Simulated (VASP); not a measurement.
# SiC (P1) in VASP: notebook

The runs below take SiC through single point, with PBE.

Program: VASP 6.6.1. These are calculated values, not measurements. Logs are shortened: lines on timing, memory, paths and dates and some standing lists are left out, and cuts for length are marked.

### 1 The cell of the first run

The typed cell holds 8 atoms: a = 4.332 Å, b = 4.317 Å, c = 4.405 Å, α = 89.02°, β = 93.77°, γ = 91.24°.

### 2 Single point, PBE (atoms moved at random and the cell strained at random)

INCAR reads:

```
PREC = Accurate
ENCUT = 600
EDIFF = 1E-6
ISMEAR = 0
SIGMA = 0.05
LREAL = F
LASPH = T
NELM = 120
ALGO = Normal
ISIF = 2
LWAVE = F
LCHARG = T
GGA = PE
LELF = T
LVHAR = T
NBANDS = 26
GGA_COMPAT = F
```

KPOINTS reads:

```
regular mesh
0
Gamma
  6 6 6
```

POSCAR reads:

```
SiC
1.0
    4.3292021304      0.0463762396      0.1435142092
   -0.0463762396     -4.3166376374     -0.0366702740
   -0.1435142092     -0.0366702740     -4.4024241366
Si C
4 4
Direct
    0.0029898531      0.0159272439     -0.0382584212
    0.4905231420      0.5428456687      0.0162644389
    0.4893123926     -0.0228021511      0.4849161328
    0.0219527064      0.5019951130      0.5038684632
    0.7512918863      0.7565646601      0.7681217393
    0.2324602904      0.2129547149      0.7301720264
    0.2680433564      0.7446100814      0.2851661837
    0.7434263728      0.2479046692      0.2497494369
```

Potentials or basis: VASP PAW PBE potentials, release 64 (Si, C).

Run with:

```sh
$ cat potpaw_PBE.64/Si/POTCAR potpaw_PBE.64/C/POTCAR > POTCAR
$ mpirun -np 1 vasp_std > vasp.out
```

OUTCAR:

```text
PREC = Accurate
   ENCUT = 600
   EDIFF = 1E-6
   ISMEAR = 0
   LREAL = F
   LASPH = T
   NELM = 120
   ISIF = 2
   GGA = PE

 ion  position               nearest neighbor table
   1  0.003  0.016  0.962-   6 1.68   5 1.74   8 2.04   7 2.12   4 2.89   3 2.96   2 2.97   2 3.00
                             3 3.02   4 3.03   2 3.07   3 3.08
   2  0.491  0.543  0.016-   7 1.82   5 1.85   8 1.94   6 2.16   3 2.81   4 2.94   1 2.97   3 2.97
                             1 3.00   4 3.05   4 3.05   1 3.07
   3  0.489  0.977  0.485-   7 1.61   5 1.89   6 1.92   8 1.92   2 2.81   4 2.85   1 2.96   2 2.97
                             1 3.02   4 3.08   1 3.08   4 3.12
   4  0.022  0.502  0.504-   7 1.79   6 1.81   8 1.93   5 2.05   3 2.85   1 2.89   2 2.94   1 3.03
                             2 3.05   2 3.05   3 3.08   3 3.12
   5  0.751  0.757  0.768-   1 1.74   2 1.85   3 1.89   4 2.05
   6  0.232  0.213  0.730-   1 1.68   4 1.81   3 1.92   2 2.16
   7  0.268  0.745  0.285-   3 1.61   4 1.79   2 1.82   1 2.12
   8  0.743  0.248  0.250-   3 1.92   4 1.93   2 1.94   1 2.04

  LATTYP: Found a triclinic cell.
 ALAT       =     4.3170425012
 B/A-ratio  =     1.4163679610
 C/A-ratio  =     1.7043352885
 COS(alpha) =     0.0018263565
 COS(beta)  =     0.5842254857
 COS(gamma) =     0.6936665420

  Lattice vectors:

 A1 = (   0.0463762396,   4.3166376374,   0.0366702740)
 A2 = (  -0.0971379696,   4.2799673634,  -4.3657538626)
 A3 = (  -4.1393116816,   4.3069316718,   4.2955802014)

Analysis of symmetry for initial positions (statically):
=====================================================================
 Subroutine PRICEL returns:
 Original cell was already a primitive cell.

 Routine SETGRP: Setting up the symmetry group for a
 triclinic supercell.

 Subroutine GETGRP returns: Found  1 space group operations
 (whereof  1 operations were pure point group operations)
 out of a pool of  2 trial point group operations.

The static configuration has the point symmetry C_1 .

Analysis of symmetry for dynamics (positions and initial velocities):
=====================================================================
 Subroutine PRICEL returns:
 Original cell was already a primitive cell.

 Routine SETGRP: Setting up the symmetry group for a
 triclinic supercell.

 Subroutine GETGRP returns: Found  1 space group operations
 (whereof  1 operations were pure point group operations)
 out of a pool of  2 trial point group operations.

The dynamic configuration has the point symmetry C_1 .

 Subroutine INISYM returns: Found  1 space group operations
 (whereof  1 operations are pure point group operations),
 and found     1 'primitive' translations

----------------------------------------------------------------------------------------

                                     Primitive cell

  volume of cell :      82.1670

  direct lattice vectors                    reciprocal lattice vectors
     4.329202130  0.046376240  0.143514209     0.231264628 -0.002420742 -0.007518810
    -0.046376240 -4.316637637 -0.036670274     0.002420742 -0.231703522  0.001851076
    -0.143514209 -0.036670274 -4.402424137     0.007518810  0.001851076 -0.227408106

  length of vectors
     4.331828502  4.317042501  4.404915359     0.231399483  0.231723561  0.227539899

  position of ions in fractional coordinates (direct lattice)
     0.002989853  0.015927244  0.961741579
     0.490523142  0.542845669  0.016264439
     0.489312393  0.977197849  0.484916133
     0.021952706  0.501995113  0.503868463
     0.751291886  0.756564660  0.768121739
     0.232460290  0.212954715  0.730172026
     0.268043356  0.744610081  0.285166184
     0.743426373  0.247904669  0.249749437

  ion indices of the primitive-cell ions
   primitive index   ion index
                 1           1
                 2           2
                 3           3
                 4           4
                 5           5
                 6           6
                 7           7
                 8           8

----------------------------------------------------------------------------------------

 KPOINTS: regular mesh

Automatic generation of k-mesh.
 Grid dimensions read from file:
 generate k-points for:    6    6    6

 Generating k-lattice:

  Cartesian coordinates                     Fractional coordinates (reciprocal lattice)
     0.038544105 -0.000403457 -0.001253135     0.166666667 -0.000000000 -0.000000000
     0.000403457 -0.038617254  0.000308513     0.000000000  0.166666667 -0.000000000
     0.001253135  0.000308513 -0.037901351     0.000000000  0.000000000  0.166666667

  Length of vectors
     0.038566581  0.038620593  0.037923317

  Shift w.r.t. Gamma in fractional coordinates (k-lattice)
     0.000000000  0.000000000  0.000000000

 Subroutine IBZKPT returns following result:
 ===========================================

 Found    112 irreducible k-points:

 Following reciprocal coordinates:
            Coordinates               Weight
  0.000000  0.000000  0.000000      1.000000
  0.166667  0.000000  0.000000      2.000000
  0.333333  0.000000 -0.000000      2.000000
  0.500000  0.000000  0.000000      1.000000
 -0.000000  0.166667  0.000000      2.000000
  0.166667  0.166667 -0.000000      2.000000
[... 16 lines left out ...]
  0.333333  0.000000  0.166667      2.000000
  0.500000  0.000000  0.166667      2.000000
 [... further k-points ...]
   k-points           NKPTS =    112   k-points in BZ     NKDIM =    112   number of bands    NBANDS=     26
   number of dos      NEDOS =    301   number of ions     NIONS =      8
   total plane-waves  NPLWV =  46656
   dimension x,y,z NGX =    36 NGY =   36 NGZ =   36
   dimension x,y,z NGXF=    72 NGYF=   72 NGZF=   72
   ions per type =               4   4
   NGX,Y,Z   is equivalent  to a cutoff of  13.82, 13.86, 13.59 a.u.
   NGXF,Y,Z  is equivalent  to a cutoff of  27.63, 27.73, 27.17 a.u.
 SYSTEM =  unknown system
   PREC   = accura    normal or accurate (medium, high low for compatibility)
   ISTART =      0    job   : 0-new  1-cont  2-samecut
   ICHARG =      2    charge: 1-file 2-atom 10-const
   ISPIN  =      1    spin polarized calculation?
   LNONCOLLINEAR =      F non collinear calculations
   LSORBIT =      F    spin-orbit coupling
   LASPH  =      T    aspherical Exc in radial PAW
   ENCUT  =  600.0 eV  44.10 Ry    6.64 a.u.   8.65  8.62  8.80*2*pi/ulx,y,z
   NELM   =    120;   NELMIN=  2; NELMDL= -5     # of ELM steps
   EDIFF  = 0.1E-05   stopping-criterion for ELM
   LREAL  =      F    real-space projection
[... 7 lines left out ...]
   TEBEG  =    0.0;   TEEND  =   0.0 temperature during run
   PSTRESS=    0.0 pullay stress
   NELECT =      32.0000    total number of electrons
   NUPDOWN=      -1.0000    fix difference up-down
   EMIN   =  10.00;   EMAX   =-10.00  energy-range for DOS
   EFERMI =   0.00;   METHOD = LEGACY
   ISMEAR =     0;   SIGMA  =   0.05  broadening in eV -4-tet -1-fermi 0-gaus
   EFERMI_NEDOS =   21; number of points for ismear=-14 and -15
   IALGO  =     38    algorithm
   IMIX   =      4    mixing-type and parameters
     AMIX     =   0.40;   BMIX     =  1.00
     AMIX_MAG =   1.60;   BMIX_MAG =  1.00
  volume/ion in A,a.u.               =      10.27        69.31
  Fermi-wavevector in a.u.,A,eV,Ry     =   1.195526  2.259216 19.446564  1.429282
  Thomas-Fermi vector in A             =   2.331489
   LORBIT       =      0    0 simple, 1 ext, 2 COOP (PROOUT), +10 PAW based schemes
   GGA     = PE    functional components
   LHFCALC =     F    Hartree Fock is set to
   AEXX    =    0.0000 exact exchange contribution
   IVDW    =     0    specifies the selected vdW correction
   LEPSILON=     F    determine dielectric tensor
   LRPA    =     F    only Hartree local field effects (RPA)
 non-spin polarized calculation
 Gauss-broadening in eV      SIGMA  =   0.05
  energy-cutoff  :      600.00
  volume of cell :       82.17
 maximum number of plane-waves:      2766
 NGX is ok and might be reduce to    36
   NGX = 17   NGY = 17   NGZ = 17

 number of electron      32.0000000 magnetization

 Free energy of the ion-electron system (eV)
  ---------------------------------------------------
  ext. energy  EPLUGINS =         0.00000000
  ---------------------------------------------------
  free energy    TOTEN  =       -57.14881903 eV

  energy without entropy =      -57.14881895  energy(sigma->0) =      -57.14881899

 E-fermi :   8.7987     XC(G=0): -11.3787

 val. band max:        8.6507514413   @ k =  -0.1667  -0.0000   0.1667
 cond. band min:       8.9409995012   @ k =   0.0000   0.0000   0.0000
 fundamental gap:      0.2902480599
 Fermi energy:         8.7987072683

 k-point     1 :       0.0000    0.0000    0.0000
  band No.  band energies     occupation
      1      -7.4642      2.00000
      2      -3.0687      2.00000
      3      -2.4338      2.00000
      4      -1.7630      2.00000
      5       0.2146      2.00000
      6       0.3126      2.00000
[... 18 lines left out ...]
     25      16.0994      0.00000
     26      16.3462      0.00000

 k-point     2 :       0.1667    0.0000    0.0000
  band No.  band energies     occupation
      1      -7.2887      2.00000
      2      -3.5081      2.00000
      3      -2.6012      2.00000
      4      -1.8280      2.00000
      5       0.2760      2.00000
      6       0.5370      2.00000
[... 18 lines left out ...]
     25      16.3779      0.00000
     26      16.6106      0.00000

 k-point     3 :       0.3333    0.0000   -0.0000
  band No.  band energies     occupation
      1      -6.7803      2.00000
      2      -4.6531      2.00000
      3      -2.5767      2.00000
      4      -1.7495      2.00000
      5       0.6417      2.00000
      6       0.8714      2.00000
[... 572 lines left out ...]
 k-point    23 :       0.3333    0.0000    0.1667
  band No.  band energies     occupation
      1      -6.5758      2.00000
      2      -4.5927      2.00000
      3      -3.1713      2.00000
      4      -1.9455      2.00000
      5       0.9271      2.00000
      6       1.2755      2.00000
[... 18 lines left out ...]
     25      16.7093      0.00000
     26      17.1628      0.00000

 k-point    24 :       0.5000    0.0000    0.1667
  band No.  band energies     occupation
      1      -6.0622      2.00000
      2      -5.3349      2.00000
      3      -2.9351      2.00000
      4      -2.0199      2.00000
      5       0.9034      2.00000
      6       1.2068      2.00000
[... 18 lines left out ...]
     25      17.1417      0.00000
     26      17.5435      0.00000

 [... further k-points ...]

------------------------ aborting loop because EDIFF is reached ----------------------------------------

  FORCE on cell =-STRESS in cart. coord.  units (eV):
  Direction    XX          YY          ZZ          XY          YZ          ZX
  --------------------------------------------------------------------------------------
  -------------------------------------------------------------------------------------
  Total        8.4688126      8.5761899      6.1345277     -8.9811436      0.0183820     -7.3090220
  in kB      165.1336482    167.2274018    119.6173513   -175.1236062      0.3584309   -142.5188547
  external PRESSURE =     150.6594671 kB  Pullay stress =       0.0000000 kB

 VOLUME and BASIS-vectors are now :
 -----------------------------------------------------------------------------
  energy-cutoff  :      600.00
  volume of cell :       82.17
      direct lattice vectors                 reciprocal lattice vectors
     4.329202130  0.046376240  0.143514209     0.231264628 -0.002420742 -0.007518810
    -0.046376240 -4.316637637 -0.036670274     0.002420742 -0.231703522  0.001851076
    -0.143514209 -0.036670274 -4.402424137     0.007518810  0.001851076 -0.227408106

 POSITION                                       TOTAL-FORCE (eV/Angst)
 -----------------------------------------------------------------------------------
     -0.12582     -0.10388     -4.23415        -1.971299      0.541379     -5.797318
      2.09606     -2.32112     -0.02111         1.187256      4.192447      0.558264
      2.00342     -4.21330     -2.10042         4.865059     -5.762875     -3.992025
     -0.00056     -2.18439     -2.23350        -3.267192      1.362530     -0.101645
      3.10717     -3.25914     -3.30152        -0.549238      1.621247      2.175847
      0.89170     -0.93524     -3.18897         3.772215     -3.674521      0.528248
      1.08496     -3.21224     -1.24426        -4.518839      2.440195      5.872481
      3.17110     -1.04480     -1.00190         0.482037     -0.720402      0.756146
 -----------------------------------------------------------------------------------
    total drift:                                0.000446      0.000075     -0.000176

  FREE ENERGIE OF THE ION-ELECTRON SYSTEM (eV)
  ---------------------------------------------------
  free  energy   TOTEN  =       -57.1488190265 eV

  energy  without entropy=      -57.1488189457  energy(sigma->0) =      -57.14881899
```

It took 5.5 min on 1 thread of Oxide Virtual Turin-like, shared host; peak memory 0.31 GiB.

Results:

```yaml
Free_energy: -57.1488 eV
Pressure: 15.1 GPa
Largest_force: 8.533 eV/Å
Band_gap_on_the_k_mesh: 0.29 eV (least direct gap 0.38 eV)
```

Forces in eV/Å, atoms in the order of the input:
```
Si  -1.971  0.541 -5.797
Si   1.187  4.192  0.558
Si   4.865 -5.763 -3.992
Si  -3.267  1.363 -0.102
C   -0.549  1.621  2.176
C    3.772 -3.675  0.528
C   -4.519  2.440  5.872
C    0.482 -0.720  0.756
```

Stress tensor (GPa, compression positive):
```
 16.51 -17.51 -14.25
-17.51  16.72   0.04
-14.25   0.04  11.96
```

Levels at points of the mesh, in eV from the valence-band top:
```csv
k point,band 12,band 13,band 14,band 15,band 16,band 17,band 18,band 19,band 20,band 21
"(0.00, 0.00, 0.00)",-3.36,-3.13,-1.05,-0.44,-0.09,0.29,0.83,1.55,3.42,3.86
"(0.50, 0.00, 0.00)",-3.57,-2.84,-2.44,-1.98,-1.84,3.03,3.45,4.40,4.61,5.31
"(0.00, 0.50, 0.00)",-3.81,-3.36,-2.58,-2.17,-1.15,2.92,3.54,4.05,4.71,5.49
"(0.50, 0.50, 0.00)",-4.06,-1.92,-1.81,-1.31,-1.07,4.04,4.84,5.21,5.62,6.77
"(0.00, 0.00, 0.50)",-3.60,-2.47,-2.37,-2.12,-1.97,2.96,3.55,4.28,4.65,5.49
"(0.50, 0.00, 0.50)",-4.15,-2.76,-1.71,-1.59,-0.55,3.77,4.33,4.95,5.54,6.52
"(0.00, 0.50, 0.50)",-4.20,-2.32,-1.85,-1.36,-1.03,3.93,4.70,4.75,5.42,6.72
"(0.50, 0.50, 0.50)",-1.65,-1.32,-1.11,-0.85,-0.36,3.99,4.28,4.61,5.19,5.88
```

Caveat: the cell differs from its parent crystal (atoms moved at random and the cell strained at random); the cell stands under pressure; semilocal functionals underestimate gaps, and a narrow one can read as zero; forces of over 1 eV/Å act on the atoms, so gaps and moduli don't describe the material at rest. A k mesh can miss the band edges.

[end of part 1 of 2]
